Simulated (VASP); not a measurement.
# MnO (Fm-3m) in VASP: a series of runs

The runs below take MnO through single point, with PBE.

Everything below comes from runs of VASP 6.6.1. Logs are shortened: lines on timing, memory, paths and dates and some standing lists are left out, and cuts for length are marked.

### 1 The cell of the first run

Symmetry: Fm-3m, No. 225, cubic system. The conventional cell has a = 4.446 Å, b = 4.446 Å, c = 4.446 Å, α = 90.00°, β = 90.00°, γ = 90.00°. Within 2.9 Å of Mn (site symmetry m-3m) lie 6 O at 2.22 Å. O (site symmetry m-3m) has 6 Mn at 2.22 Å within 2.9 Å.

### 2 Single point, PBE

Contents of INCAR:

```
PREC     = Accurate       # precision mode
ENCUT    = 600            # plane-wave cutoff, eV
EDIFF    = 1E-6           # SCF threshold, eV
ISMEAR   = 0              # smearing method
SIGMA    = 0.05           # smearing width, eV
LREAL    = F              # projectors in reciprocal space
LASPH    = T              # aspherical terms in the spheres
NELM     = 120            # most SCF steps
ALGO     = Normal         # electronic algorithm
ISIF     = 2              # what is computed and relaxed
LWAVE    = F              # write WAVECAR
LCHARG   = F              # write CHGCAR
GGA      = PE             # functional
NBANDS   = 16             # bands
GGA_COMPAT= F
```

Contents of KPOINTS:

```
regular mesh
0
Gamma
  4 4 4
```

Contents of POSCAR:

```
MnO
1.0
    0.0000000000      2.2229500000      2.2229500000
    2.2229500000      0.0000000000      2.2229500000
    2.2229500000      2.2229500000      0.0000000000
Mn O
1 1
Direct
    0.0000000000      0.0000000000      0.0000000000
    0.5000000000      0.5000000000      0.5000000000
```

Potentials or basis: VASP PAW PBE potentials, release 64 (Mn_pv, O).

Command:

```console
$ cat potpaw_PBE.64/Mn_pv/POTCAR potpaw_PBE.64/O/POTCAR > POTCAR
$ mpirun -np 1 vasp_std > vasp.out
```

OUTCAR:

```text
PREC = Accurate
   ENCUT = 600
   EDIFF = 1E-6
   ISMEAR = 0
   LREAL = F
   LASPH = T
   NELM = 120
   ISIF = 2
   GGA = PE

 ion  position               nearest neighbor table
   1  0.000  0.000  0.000-   2 2.22   2 2.22   2 2.22   2 2.22   2 2.22   2 2.22
   2  0.500  0.500  0.500-   1 2.22   1 2.22   1 2.22   1 2.22   1 2.22   1 2.22

  LATTYP: Found a face centered cubic cell.
 ALAT       =     4.4459000000

  Lattice vectors:

 A1 = (   0.0000000000,   2.2229500000,   2.2229500000)
 A2 = (   2.2229500000,   0.0000000000,   2.2229500000)
 A3 = (   2.2229500000,   2.2229500000,   0.0000000000)

Analysis of symmetry for initial positions (statically):
=====================================================================
 Subroutine PRICEL returns:
 Original cell was already a primitive cell.

 Routine SETGRP: Setting up the symmetry group for a
 face centered cubic supercell.

 Subroutine GETGRP returns: Found 48 space group operations
 (whereof 48 operations were pure point group operations)
 out of a pool of 48 trial point group operations.

The static configuration has the point symmetry O_h .

Analysis of symmetry for dynamics (positions and initial velocities):
=====================================================================
 Subroutine PRICEL returns:
 Original cell was already a primitive cell.

 Routine SETGRP: Setting up the symmetry group for a
 face centered cubic supercell.

 Subroutine GETGRP returns: Found 48 space group operations
 (whereof 48 operations were pure point group operations)
 out of a pool of 48 trial point group operations.

The dynamic configuration has the point symmetry O_h .

 Subroutine INISYM returns: Found 48 space group operations
 (whereof 48 operations are pure point group operations),
 and found     1 'primitive' translations

----------------------------------------------------------------------------------------

                                     Primitive cell

  volume of cell :      21.9694

  direct lattice vectors                    reciprocal lattice vectors
     0.000000000  2.222950000  2.222950000    -0.224926337  0.224926337  0.224926337
     2.222950000  0.000000000  2.222950000     0.224926337 -0.224926337  0.224926337
     2.222950000  2.222950000  0.000000000     0.224926337  0.224926337 -0.224926337

  length of vectors
     3.143726038  3.143726038  3.143726038     0.389583843  0.389583843  0.389583843

  position of ions in fractional coordinates (direct lattice)
     0.000000000  0.000000000  0.000000000
     0.500000000  0.500000000  0.500000000

  ion indices of the primitive-cell ions
   primitive index   ion index
                 1           1
                 2           2

----------------------------------------------------------------------------------------

 KPOINTS: regular mesh

Automatic generation of k-mesh.
 Grid dimensions read from file:
 generate k-points for:    4    4    4

 Generating k-lattice:

  Cartesian coordinates                     Fractional coordinates (reciprocal lattice)
    -0.056231584  0.056231584  0.056231584     0.250000000  0.000000000  0.000000000
     0.056231584 -0.056231584  0.056231584     0.000000000  0.250000000  0.000000000
     0.056231584  0.056231584 -0.056231584     0.000000000  0.000000000  0.250000000

  Length of vectors
     0.097395961  0.097395961  0.097395961

  Shift w.r.t. Gamma in fractional coordinates (k-lattice)
     0.000000000  0.000000000  0.000000000

 Subroutine IBZKPT returns following result:
 ===========================================

 Found      8 irreducible k-points:

 Following reciprocal coordinates:
            Coordinates               Weight
  0.000000  0.000000  0.000000      1.000000
  0.250000  0.000000  0.000000      8.000000
  0.500000  0.000000  0.000000      4.000000
  0.250000  0.250000  0.000000      6.000000
  0.500000  0.250000  0.000000     24.000000
 -0.250000  0.250000  0.000000     12.000000
  0.500000  0.500000  0.000000      3.000000
 -0.250000  0.500000  0.250000      6.000000
   k-points           NKPTS =      8   k-points in BZ     NKDIM =      8   number of bands    NBANDS=     16
   number of dos      NEDOS =    301   number of ions     NIONS =      2
   total plane-waves  NPLWV =  21952
   dimension x,y,z NGX =    28 NGY =   28 NGZ =   28
   dimension x,y,z NGXF=    56 NGYF=   56 NGZF=   56
   ions per type =               1   1
   NGX,Y,Z   is equivalent  to a cutoff of  14.81, 14.81, 14.81 a.u.
   NGXF,Y,Z  is equivalent  to a cutoff of  29.61, 29.61, 29.61 a.u.
 SYSTEM =  unknown system
   PREC   = accura    normal or accurate (medium, high low for compatibility)
   ISTART =      0    job   : 0-new  1-cont  2-samecut
   ICHARG =      2    charge: 1-file 2-atom 10-const
   ISPIN  =      1    spin polarized calculation?
   LNONCOLLINEAR =      F non collinear calculations
   LSORBIT =      F    spin-orbit coupling
   LASPH  =      T    aspherical Exc in radial PAW
   ENCUT  =  600.0 eV  44.10 Ry    6.64 a.u.   6.28  6.28  6.28*2*pi/ulx,y,z
   NELM   =    120;   NELMIN=  2; NELMDL= -5     # of ELM steps
   EDIFF  = 0.1E-05   stopping-criterion for ELM
   LREAL  =      F    real-space projection
   EDIFFG = 0.1E-04   stopping-criterion for IOM
   NSW    =      0    number of steps for IOM
   IBRION =     -1    ionic relax: 0-MD 1-quasi-New 2-CG
   NFREE  =      0    steps in history (QN), initial steepest desc. (CG)
   ISIF   =      2    stress and relaxation
   ISYM   =      2    0-nonsym 1-usesym 2-fastsym
   POTIM  = 0.5000    time-step for ionic-motion
   TEBEG  =    0.0;   TEEND  =   0.0 temperature during run
   PSTRESS=    0.0 pullay stress
   NELECT =      19.0000    total number of electrons
   NUPDOWN=      -1.0000    fix difference up-down
   EMIN   =  10.00;   EMAX   =-10.00  energy-range for DOS
   EFERMI =   0.00;   METHOD = LEGACY
   ISMEAR =     0;   SIGMA  =   0.05  broadening in eV -4-tet -1-fermi 0-gaus
   EFERMI_NEDOS =   21; number of points for ismear=-14 and -15
   IALGO  =     38    algorithm
   IMIX   =      4    mixing-type and parameters
     AMIX     =   0.40;   BMIX     =  1.00
     AMIX_MAG =   1.60;   BMIX_MAG =  1.00
  volume/ion in A,a.u.               =      10.98        74.13
  Fermi-wavevector in a.u.,A,eV,Ry     =   1.559743  2.947487 33.100223  2.432798
  Thomas-Fermi vector in A             =   2.663057
   LORBIT       =      0    0 simple, 1 ext, 2 COOP (PROOUT), +10 PAW based schemes
   GGA     = PE    functional components
   LHFCALC =     F    Hartree Fock is set to
   AEXX    =    0.0000 exact exchange contribution
   IVDW    =     0    specifies the selected vdW correction
   LEPSILON=     F    determine dielectric tensor
   LRPA    =     F    only Hartree local field effects (RPA)
 non-spin polarized calculation
 Gauss-broadening in eV      SIGMA  =   0.05
  energy-cutoff  :      600.00
  volume of cell :       21.97
 maximum number of plane-waves:       754
 NGX is ok and might be reduce to    28
   NGX = 13   NGY = 13   NGZ = 13

 number of electron      18.9999995 magnetization

 Free energy of the ion-electron system (eV)
  ---------------------------------------------------
  ext. energy  EPLUGINS =         0.00000000
  ---------------------------------------------------
  free energy    TOTEN  =       -14.26808216 eV

  energy without entropy =      -14.25287468  energy(sigma->0) =      -14.26047842

 E-fermi :   7.0644     XC(G=0): -12.0045

 val. band max:        7.0482195665   @ k =   0.5000   0.2500   0.0000
 cond. band min:       7.1145195163   @ k =   0.5000   0.2500   0.0000
 fundamental gap:      0.0662999498
 Fermi energy:         7.0643665795

 k-point     1 :       0.0000    0.0000    0.0000
  band No.  band energies     occupation
      1     -41.0545      2.00000
      2     -41.0544      2.00000
      3     -41.0544      2.00000
      4     -13.1521      2.00000
      5       3.2788      2.00000
      6       3.2788      2.00000
[... 8 lines left out ...]
     15      24.3982      0.00000
     16      24.3982      0.00000

 k-point     2 :       0.2500    0.0000    0.0000
  band No.  band energies     occupation
      1     -41.0891      2.00000
      2     -41.0588      2.00000
      3     -41.0588      2.00000
      4     -12.7243      2.00000
      5       0.9162      2.00000
      6       2.2627      2.00000
[... 8 lines left out ...]
     15      22.1447      0.00000
     16      22.1447      0.00000

 k-point     3 :       0.5000    0.0000    0.0000
  band No.  band energies     occupation
      1     -41.1236      2.00000
      2     -41.0631      2.00000
      3     -41.0631      2.00000
      4     -12.2472      2.00000
      5      -0.6648      2.00000
      6       1.5915      2.00000
[... 8 lines left out ...]
     15      19.9683      0.00000
     16      19.9683      0.00000

 k-point     4 :       0.2500    0.2500    0.0000
  band No.  band energies     occupation
      1     -41.0863      2.00000
      2     -41.0670      2.00000
      3     -41.0670      2.00000
      4     -12.6537      2.00000
      5       0.7108      2.00000
      6       2.6057      2.00000
[... 8 lines left out ...]
     15      19.5345      0.00000
     16      21.8755      0.00000

 k-point     5 :       0.5000    0.2500    0.0000
  band No.  band energies     occupation
      1     -41.1105      2.00000
      2     -41.0808      2.00000
      3     -41.0714      2.00000
      4     -12.2683      2.00000
      5       0.1768      2.00000
      6       1.3742      2.00000
[... 8 lines left out ...]
     15      17.4831      0.00000
     16      20.9378      0.00000

 k-point     6 :      -0.2500    0.2500    0.0000
  band No.  band energies     occupation
      1     -41.1035      2.00000
      2     -41.0824      2.00000
      3     -41.0632      2.00000
      4     -12.3419      2.00000
      5       0.1436      2.00000
      6       1.5439      2.00000
[... 8 lines left out ...]
     15      17.2391      0.00000
     16      21.3444      0.00000

 k-point     7 :       0.5000    0.5000    0.0000
  band No.  band energies     occupation
      1     -41.1161      2.00000
      2     -41.0796      2.00000
      3     -41.0796      2.00000
      4     -12.2841      2.00000
      5       0.3746      2.00000
      6       2.3471      2.00000
[... 8 lines left out ...]
     15      18.6856      0.00000
     16      21.5892      0.00000

 k-point     8 :      -0.2500    0.5000    0.2500
  band No.  band energies     occupation
      1     -41.0978      2.00000
      2     -41.0978      2.00000
      3     -41.0805      2.00000
      4     -12.1978      2.00000
      5       1.0140      2.00000
      6       1.0140      2.00000
[... 8 lines left out ...]
     15      16.1405      0.00000
     16      19.0611      0.00000

------------------------ aborting loop because EDIFF is reached ----------------------------------------

  FORCE on cell =-STRESS in cart. coord.  units (eV):
  Direction    XX          YY          ZZ          XY          YZ          ZX
  --------------------------------------------------------------------------------------
  -------------------------------------------------------------------------------------
  Total       -4.7813461     -4.7813461     -4.7813461     -0.0000000      0.0000000     -0.0000000
  in kB     -348.6917584   -348.6917584   -348.6917584     -0.0000000      0.0000000     -0.0000000
  external PRESSURE =    -348.6917584 kB  Pullay stress =       0.0000000 kB

 VOLUME and BASIS-vectors are now :
 -----------------------------------------------------------------------------
  energy-cutoff  :      600.00
  volume of cell :       21.97
      direct lattice vectors                 reciprocal lattice vectors
     0.000000000  2.222950000  2.222950000    -0.224926337  0.224926337  0.224926337
     2.222950000  0.000000000  2.222950000     0.224926337 -0.224926337  0.224926337
     2.222950000  2.222950000  0.000000000     0.224926337  0.224926337 -0.224926337

 POSITION                                       TOTAL-FORCE (eV/Angst)
 -----------------------------------------------------------------------------------
      0.00000      0.00000      0.00000         0.000000     -0.000000     -0.000000
      2.22295      2.22295      2.22295        -0.000000      0.000000      0.000000
 -----------------------------------------------------------------------------------
    total drift:                                0.000000      0.000000      0.000000

  FREE ENERGIE OF THE ION-ELECTRON SYSTEM (eV)
  ---------------------------------------------------
  free  energy   TOTEN  =       -14.2680821599 eV

  energy  without entropy=      -14.2528746821  energy(sigma->0) =      -14.26047842
```

Run time: 9.6 s. Hardware: 1 thread of Intel Xeon Platinum 8375C at 2.90GHz (Ice Lake), shared host; peak memory 0.15 GiB.

What came out:

```yaml
Free_energy: -14.2681 eV
Pressure: -34.9 GPa
```

Caveat: the k points lie up to 0.61 Å⁻¹ apart; an odd number of electrons without spin polarisation forces a metal; a magnetic or distorted state may lie lower; the run has no spin polarisation, though such a crystal can be magnetic; semilocal functionals often make such compounds metallic where correlation or magnetic order opens a gap, which also shifts bond lengths. Spin polarisation is off, so any magnetic state and its effect on volume and gap are missing.

### 3 Single point, PBE

Contents of INCAR:

```
SYSTEM = MnO
ALGO     = Normal         ! electronic algorithm
EDIFF    = 1E-6           ! SCF threshold, eV
ENCUT    = 600            ! plane-wave cutoff, eV
GGA      = PE             ! functional
GGA_COMPAT= .FALSE.      
ISIF     = 2              ! what is computed and relaxed
ISMEAR   = 0              ! smearing method
LASPH    = .TRUE.         ! aspherical terms in the spheres
LCHARG   = .TRUE.         ! write CHGCAR
LELF     = .TRUE.         ! ELF
LREAL    = .FALSE.        ! projectors in reciprocal space
LVHAR    = .TRUE.       
LWAVE    = .FALSE.        ! write WAVECAR
NBANDS   = 16             ! bands
NELM     = 120            ! most SCF steps
PREC     = Accurate       ! precision mode
SIGMA    = 0.05           ! smearing width, eV
```

Contents of KPOINTS:

```
k-points
0
G
  8 8 8
  0 0 0
```

POSCAR is that of step 2.

Potentials or basis: VASP PAW PBE potentials, release 64 (Mn_pv, O).

Command:

```console
$ cat potpaw_PBE.64/Mn_pv/POTCAR potpaw_PBE.64/O/POTCAR > POTCAR
$ mpirun -np 1 vasp_std > vasp.out
```

It took 26 s on 1 thread of Intel Xeon Platinum 8375C at 2.90GHz (Ice Lake), shared host; peak memory 0.16 GiB.

Results (log left out):

```yaml
Free_energy: -14.2401 eV
Pressure: -34.2 GPa
```

Levels at points of the mesh, in eV from the Fermi level:
| k point | band 8 | band 9 | band 10 | band 11 | band 12 | band 13 |
| --- | --- | --- | --- | --- | --- | --- |
| (0.00, 0.00, 0.00) | -1.14 | -1.14 | -1.14 | -0.58 | -0.58 | 0.40 |
| (0.50, 0.00, 0.00) | -0.15 | -0.15 | 0.01 | 1.72 | 1.72 | 4.40 |
| (0.50, 0.50, 0.00) | -2.31 | -0.11 | 0.15 | 0.18 | 0.18 | 6.31 |

Caveat: an odd number of electrons without spin polarisation forces a metal; a magnetic or distorted state may lie lower; the run has no spin polarisation, though such a crystal can be magnetic; semilocal functionals often make such compounds metallic where correlation or magnetic order opens a gap, which also shifts bond lengths. Spin polarisation is off, so any magnetic state and its effect on volume and gap are missing.

### 4 Single point, PBE

Contents of INCAR:

```
PREC = Accurate
ENCUT = 600
EDIFF = 1E-6
ISMEAR = 0
SIGMA = 0.05
LREAL = False
LASPH = True
NELM = 120
ALGO = Normal
ISIF = 2
LWAVE = False
LCHARG = False
GGA = PE
NBANDS = 16
GGA_COMPAT = False
```

Contents of KPOINTS:

```
regular mesh
0
Gamma
  8 8 8
```

POSCAR is that of step 3.

Command:

```console
$ cat potpaw_PBE.64/Mn_pv/POTCAR potpaw_PBE.64/O/POTCAR > POTCAR
$ mpirun -np 1 vasp_std > vasp.out
```

Wall time 24 s (1 thread of Intel Xeon Platinum 8375C at 2.90GHz (Ice Lake), shared host); peak memory 0.16 GiB.

Results (log left out):

| Quantity | Value |
| --- | --- |
| Free energy | -14.2401 eV |
| Pressure | -34.2 GPa |

Levels at points of the mesh, in eV from the Fermi level:
```csv
k point,band 8,band 9,band 10,band 11,band 12,band 13
"(0.00, 0.00, 0.00)",-1.14,-1.14,-1.14,-0.58,-0.58,0.40
"(0.50, 0.00, 0.00)",-0.15,-0.15,0.01,1.72,1.72,4.40
"(0.50, 0.50, 0.00)",-2.31,-0.11,0.15,0.18,0.18,6.31
```

Caveat: an odd number of electrons without spin polarisation forces a metal; a magnetic or distorted state may lie lower; the run has no spin polarisation, though such a crystal can be magnetic; semilocal functionals often make such compounds metallic where correlation or magnetic order opens a gap, which also shifts bond lengths. With open d or f shells a metallic result of PBE can be an artefact of self-interaction; +U or a hybrid may open a gap.
